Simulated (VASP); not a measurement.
# Te (P3_121) in VASP: a series of runs

The runs below take Te through electric field gradients, with LDA.

Everything below comes from runs of VASP 6.6.1. Logs are shortened: lines on timing, memory, paths and dates and some standing lists are left out, and cuts for length are marked.

## (1) The cell of the first run

The structure is trigonal, space group P3_121 (No. 152). Conventional cell: a = 4.369 Å, b = 4.369 Å, c = 5.925 Å, α = 90.00°, β = 90.00°, γ = 120.00°. Te (site symmetry 2) has 6 Te at 2.76 to 3.48 Å within 3.6 Å.

## (2) Electric field gradients, LDA (equal xx and yy strain of -2 %)

The input, INCAR:

```
PREC = Accurate ; ENCUT = 520
EDIFF = 1E-8 ; ISMEAR = -1
SIGMA = 0.08 ; LREAL = False
LASPH = True ; NELM = 100
ALGO = Normal ; ISIF = 2
LWAVE = False ; LCHARG = False
GGA = CA ; LEFG = True
NBANDS = 16
```

The input, KPOINTS:

```
Automatic mesh
0
Gamma
  9 9 6
```

The input, POSCAR:

```
Te
1.0
    4.3688394695      0.0000000000      0.0000000000
   -2.1844197348      3.7835259657      0.0000000000
    0.0000000000      0.0000000000      5.9250000000
Te
3
Direct
    0.7450000000      0.0000000000      0.3333333333
    0.0000000000      0.7450000000      0.6666666667
    0.2550000000      0.2550000000      0.0000000000
```

Potentials or basis: VASP PAW LDA potentials, release 64 (Te).

The run is started by

```
$ cat potpaw_LDA.64/Te/POTCAR > POTCAR
$ mpirun -np 1 vasp_std > vasp.out
```

OUTCAR:

```text
PREC = Accurate
   ENCUT = 520
   EDIFF = 1E-8
   ISMEAR = -1
   LREAL = False
   LASPH = True
   NELM = 100
   ISIF = 2
   GGA = CA

 ion  position               nearest neighbor table
   1  0.745  0.000  0.333-   3 2.76   2 2.76   3 3.48   3 3.48   2 3.48   2 3.48
   2  0.000  0.745  0.667-   3 2.76   1 2.76   3 3.48   3 3.48   1 3.48   1 3.48
   3  0.255  0.255  0.000-   1 2.76   2 2.76   2 3.48   1 3.48   1 3.48   2 3.48

  LATTYP: Found a hexagonal cell.
 ALAT       =     4.3688394695
 C/A-ratio  =     1.3561954019

  Lattice vectors:

 A1 = (   4.3688394695,   0.0000000000,   0.0000000000)
 A2 = (  -2.1844197348,   3.7835259657,   0.0000000000)
 A3 = (   0.0000000000,   0.0000000000,   5.9250000000)

Analysis of symmetry for initial positions (statically):
=====================================================================
 Subroutine PRICEL returns:
 Original cell was already a primitive cell.

 Routine SETGRP: Setting up the symmetry group for a
 hexagonal supercell.

 Subroutine GETGRP returns: Found  6 space group operations
 (whereof  2 operations were pure point group operations)
 out of a pool of 24 trial point group operations.

The static configuration has the point symmetry C_2 .
 The point group associated with its full space group is D_3 .

Analysis of symmetry for dynamics (positions and initial velocities):
=====================================================================
 Subroutine PRICEL returns:
 Original cell was already a primitive cell.

 Routine SETGRP: Setting up the symmetry group for a
 hexagonal supercell.

 Subroutine GETGRP returns: Found  6 space group operations
 (whereof  2 operations were pure point group operations)
 out of a pool of 24 trial point group operations.

The dynamic configuration has the point symmetry C_2 .
 The point group associated with its full space group is D_3 .

 Subroutine INISYM returns: Found  6 space group operations
 (whereof  2 operations are pure point group operations),
 and found     1 'primitive' translations

----------------------------------------------------------------------------------------

                                     Primitive cell

  volume of cell :      97.9380

  direct lattice vectors                    reciprocal lattice vectors
     4.368839470  0.000000000  0.000000000     0.228893739  0.132151862  0.000000000
    -2.184419735  3.783525966  0.000000000     0.000000000  0.264303723  0.000000000
     0.000000000  0.000000000  5.925000000     0.000000000  0.000000000  0.168776371

  length of vectors
     4.368839470  4.368839470  5.925000000     0.264303723  0.264303723  0.168776371

  position of ions in fractional coordinates (direct lattice)
     0.745000000  0.000000000  0.333333333
     1.000000000  0.745000000  0.666666667
     0.255000000  0.255000000  0.000000000

  ion indices of the primitive-cell ions
   primitive index   ion index
                 1           1
                 2           2
                 3           3

----------------------------------------------------------------------------------------

 KPOINTS: Automatic mesh

Automatic generation of k-mesh.
 Grid dimensions read from file:
 generate k-points for:    9    9    6

 Generating k-lattice:

  Cartesian coordinates                     Fractional coordinates (reciprocal lattice)
     0.025432638  0.014683540  0.000000000     0.111111111 -0.000000000  0.000000000
     0.000000000  0.029367080  0.000000000     0.000000000  0.111111111  0.000000000
     0.000000000  0.000000000  0.028129395     0.000000000  0.000000000  0.166666667

  Length of vectors
     0.029367080  0.029367080  0.028129395

  Shift w.r.t. Gamma in fractional coordinates (k-lattice)
     0.000000000  0.000000000  0.000000000

 Subroutine IBZKPT returns following result:
 ===========================================

 Found     62 irreducible k-points:

 Following reciprocal coordinates:
            Coordinates               Weight
  0.000000  0.000000  0.000000      1.000000
  0.111111 -0.000000  0.000000      6.000000
  0.222222  0.000000  0.000000      6.000000
  0.333333  0.000000  0.000000      6.000000
  0.444444  0.000000  0.000000      6.000000
  0.111111  0.111111  0.000000      6.000000
[... 16 lines left out ...]
  0.222222  0.111111  0.166667     12.000000
 -0.111111  0.333333  0.166667     12.000000
 [... further k-points ...]
   k-points           NKPTS =     62   k-points in BZ     NKDIM =     62   number of bands    NBANDS=     16
   number of dos      NEDOS =    301   number of ions     NIONS =      3
   total plane-waves  NPLWV =  49152
   dimension x,y,z NGX =    32 NGY =   32 NGZ =   48
   dimension x,y,z NGXF=    64 NGYF=   64 NGZF=   96
   ions per type =               3
   NGX,Y,Z   is equivalent  to a cutoff of  12.18, 12.18, 13.47 a.u.
   NGXF,Y,Z  is equivalent  to a cutoff of  24.35, 24.35, 26.94 a.u.
 SYSTEM =  unknown system
   PREC   = accura    normal or accurate (medium, high low for compatibility)
   ISTART =      0    job   : 0-new  1-cont  2-samecut
   ICHARG =      2    charge: 1-file 2-atom 10-const
   ISPIN  =      1    spin polarized calculation?
   LNONCOLLINEAR =      F non collinear calculations
   LSORBIT =      F    spin-orbit coupling
   LASPH  =      T    aspherical Exc in radial PAW
   ENCUT  =  520.0 eV  38.22 Ry    6.18 a.u.   8.12  8.12 11.02*2*pi/ulx,y,z
   NELM   =    100;   NELMIN=  2; NELMDL= -5     # of ELM steps
   EDIFF  = 0.1E-07   stopping-criterion for ELM
   LREAL  =      F    real-space projection
   EDIFFG = 0.1E-06   stopping-criterion for IOM
   NSW    =      0    number of steps for IOM
   IBRION =     -1    ionic relax: 0-MD 1-quasi-New 2-CG
   NFREE  =      0    steps in history (QN), initial steepest desc. (CG)
   ISIF   =      2    stress and relaxation
   ISYM   =      2    0-nonsym 1-usesym 2-fastsym
   POTIM  = 0.5000    time-step for ionic-motion
   TEBEG  =    0.0;   TEEND  =   0.0 temperature during run
   PSTRESS=    0.0 pullay stress
   NELECT =      18.0000    total number of electrons
   NUPDOWN=      -1.0000    fix difference up-down
   EMIN   =  10.00;   EMAX   =-10.00  energy-range for DOS
   EFERMI =   0.00;   METHOD = LEGACY
   ISMEAR =    -1;   SIGMA  =   0.08  broadening in eV -4-tet -1-fermi 0-gaus
   EFERMI_NEDOS =   21; number of points for ismear=-14 and -15
   IALGO  =     38    algorithm
   IMIX   =      4    mixing-type and parameters
     AMIX     =   0.40;   BMIX     =  1.00
     AMIX_MAG =   1.60;   BMIX_MAG =  1.00
  volume/ion in A,a.u.               =      32.65       220.31
  Fermi-wavevector in a.u.,A,eV,Ry     =   0.930783  1.758926 11.787512  0.866358
  Thomas-Fermi vector in A             =   2.057208
   LORBIT       =      0    0 simple, 1 ext, 2 COOP (PROOUT), +10 PAW based schemes
   GGA     = CA    functional components
   LHFCALC =     F    Hartree Fock is set to
   AEXX    =    0.0000 exact exchange contribution
   IVDW    =     0    specifies the selected vdW correction
   LEPSILON=     F    determine dielectric tensor
   LRPA    =     F    only Hartree local field effects (RPA)
 non-spin polarized calculation
  energy-cutoff  :      520.00
  volume of cell :       97.94
 maximum number of plane-waves:      2665
   NGX = 17   NGY = 17   NGZ = 23

 number of electron      17.9999998 magnetization

 Free energy of the ion-electron system (eV)
  ---------------------------------------------------
  ext. energy  EPLUGINS =         0.00000000
  ---------------------------------------------------
  free energy    TOTEN  =       -11.28436811 eV

  energy without entropy =      -11.28200671  energy(sigma->0) =      -11.28318741

 E-fermi :   6.3508     XC(G=0):  -9.4509

 val. band max:        6.2696065061   @ k =   0.3333   0.3333   0.5000
 cond. band min:       6.8487654052   @ k =   0.0000   0.0000   0.5000
 fundamental gap:      0.5791588991
 Fermi energy:         6.3508438858

 k-point     1 :       0.0000    0.0000    0.0000
  band No.  band energies     occupation
      1      -7.7864      2.00000
      2      -4.2649      2.00000
      3      -4.2649      2.00000
      4       3.1008      2.00000
      5       3.3980      2.00000
      6       3.3980      2.00000
[... 8 lines left out ...]
     15      12.0524      0.00000
     16      12.6194      0.00000
[... 419 lines left out ...]
 k-point    24 :      -0.1111    0.3333    0.1667
  band No.  band energies     occupation
      1      -7.1559      2.00000
      2      -5.0302      2.00000
      3      -3.6113      2.00000
      4       1.4497      2.00000
      5       1.9270      2.00000
      6       3.0592      2.00000
[... 8 lines left out ...]
     15      12.6584      0.00000
     16      13.2274      0.00000

 [... further k-points ...]
[... 5 lines left out ...]
  --------------------------------------------------------------------------------------
  -------------------------------------------------------------------------------------
  Total        0.7451978      0.7451978      1.5557050     -0.0000000      0.0000000      0.0000000
  in kB       12.1907652     12.1907652     25.4499340     -0.0000000      0.0000000      0.0000000
  external PRESSURE =      16.6104881 kB  Pullay stress =       0.0000000 kB

 VOLUME and BASIS-vectors are now :
 -----------------------------------------------------------------------------
  energy-cutoff  :      520.00
  volume of cell :       97.94
      direct lattice vectors                 reciprocal lattice vectors
     4.368839470  0.000000000  0.000000000     0.228893739  0.132151862  0.000000000
    -2.184419735  3.783525966  0.000000000     0.000000000  0.264303723  0.000000000
     0.000000000  0.000000000  5.925000000     0.000000000  0.000000000  0.168776371

 POSITION                                       TOTAL-FORCE (eV/Angst)
 -----------------------------------------------------------------------------------
      3.25479      0.00000      1.97500        -0.767762      0.000000      0.000000
     -1.62739      2.81873      3.95000         0.383881     -0.664901     -0.000000
      0.55703      0.96480      0.00000         0.383881      0.664901      0.000000
 -----------------------------------------------------------------------------------
    total drift:                               -0.000000     -0.000000      0.000000

  FREE ENERGIE OF THE ION-ELECTRON SYSTEM (eV)
  ---------------------------------------------------
  free  energy   TOTEN  =       -11.2843681079 eV

  energy  without entropy=      -11.2820067054  energy(sigma->0) =      -11.28318741

 Electric field gradients (V/A^2)
---------------------------------------------------------------------
 ion       V_xx      V_yy      V_zz      V_xy      V_xz      V_yz
---------------------------------------------------------------------
   1     161.689  -401.379   239.690    -0.000    -0.000  -327.719
   2    -260.612    20.922   239.690  -243.816   283.813   163.859
   3    -260.612    20.922   239.690   243.816  -283.813   163.859
---------------------------------------------------------------------

 Electric field gradients after diagonalization (V/A^2)
 (convention: |V_zz| > |V_xx| > |V_yy|)
----------------------------------------------------------------------
 ion       V_xx      V_yy      V_zz     asymmetry (V_yy - V_xx)/ V_zz
----------------------------------------------------------------------
   1     377.568   161.689  -539.257       0.400
   2     377.568   161.689  -539.257       0.400
   3     377.567   161.689  -539.257       0.400
----------------------------------------------------------------------

           NMR quadrupolar parameters

 Cq : quadrupolar parameter    Cq=e*Q*V_zz/h
 eta: asymmetry parameters     (V_yy - V_xx)/ V_zz
 Q  : nuclear electric quadrupole moment in mb (millibarn)
----------------------------------------------------------------------
 ion       Cq(MHz)       eta       Q (mb)
----------------------------------------------------------------------
   1      -1.304       0.400       1.000
   2      -1.304       0.400       1.000
   3      -1.304       0.400       1.000
----------------------------------------------------------------------
```

It took 86 s on 1 thread of AMD EPYC 7R43 (Zen 3), shared host; peak memory 0.18 GiB.

What came out:

* Free energy: -11.2844 eV
* Pressure: 1.7 GPa
* Largest force: 0.768 eV/Å
* Band gap on the k mesh: zero (filled and empty bands touch)

Forces in eV/Å, atoms in the order of the input:
```
Te  -0.768  0.000  0.000
Te   0.384 -0.665  0.000
Te   0.384  0.665  0.000
```

Electric field gradients, principal values (V/Å²):
```tsv
atom	least	middle	greatest (by size)
1 Te	161.689	377.568	-539.257
2 Te	161.689	377.568	-539.257
3 Te	161.689	377.567	-539.257
```

Caveat: the cell differs from its parent crystal (equal xx and yy strain of -2 %); without QUAD_EFG the Cq values of the log hold for a quadrupole moment of 1 mb, not for the nuclei; spin-orbit coupling is left out, which moves the levels of the heavy elements.

(Continued in part 2 of 3.)
